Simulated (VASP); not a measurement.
A run of VASP 6.6.1:

File POSCAR:

```
S
1.0
    3.9775658380      0.0000000000      0.0000000000
   -1.9887829190      3.4446730609      0.0000000000
    0.0000000000      0.0000000000      6.9111872226
S
4
Direct
    0.0000000000      0.0000000000      0.2500000000
    0.0000000000      0.0000000000      0.7500000000
    0.3333333333      0.6666666667      0.7500000000
    0.6666666667      0.3333333333      0.2500000000
```

Contents of INCAR.step1:

```
SYSTEM = S
PREC = Accurate ; ENCUT = 520
ISMEAR = 0 ; SIGMA = 0.1
LREAL = .FALSE. ; LASPH = .TRUE.
NELM = 80 ; NBANDS = 20
GGA = PE ; ALGO = Normal
EDIFF = 1E-4 ; LWAVE = .TRUE.
LCHARG = .FALSE.
```

Contents of INCAR.step2:

```
SYSTEM = S
PREC = Accurate ; ENCUT = 520
EDIFF = 1E-7 ; ISMEAR = 0
SIGMA = 0.1 ; LREAL = .FALSE.
LASPH = .TRUE. ; NELM = 80
ALGO = Normal ; ISIF = 2
LWAVE = .FALSE. ; LCHARG = .FALSE.
METAGGA = R2SCAN ; LMIXTAU = .TRUE.
NBANDS = 20 ; ISTART = 1
```

File KPOINTS:

```
Automatic mesh
0
G
  15 15 8
  0 0 0
```

Potentials or basis: VASP PAW PBE potentials, release 64 (S).

Launch:

```sh
$ cat potpaw_PBE.64/S/POTCAR > POTCAR
$ cp INCAR.step1 INCAR
$ mpirun -np 1 vasp_std > vasp.out
$ cp INCAR.step2 INCAR
$ mpirun -np 1 vasp_std > vasp.out
```

Hardware: 1 thread of Oxide Virtual Turin-like Processor, on a shared host.

Question: Estimate the wall time of this run.

Answer: Wall time 12 min on 1 thread of Oxide Virtual Turin-like Processor (shared host), peak memory 0.3 GiB. Counts: k points 135.
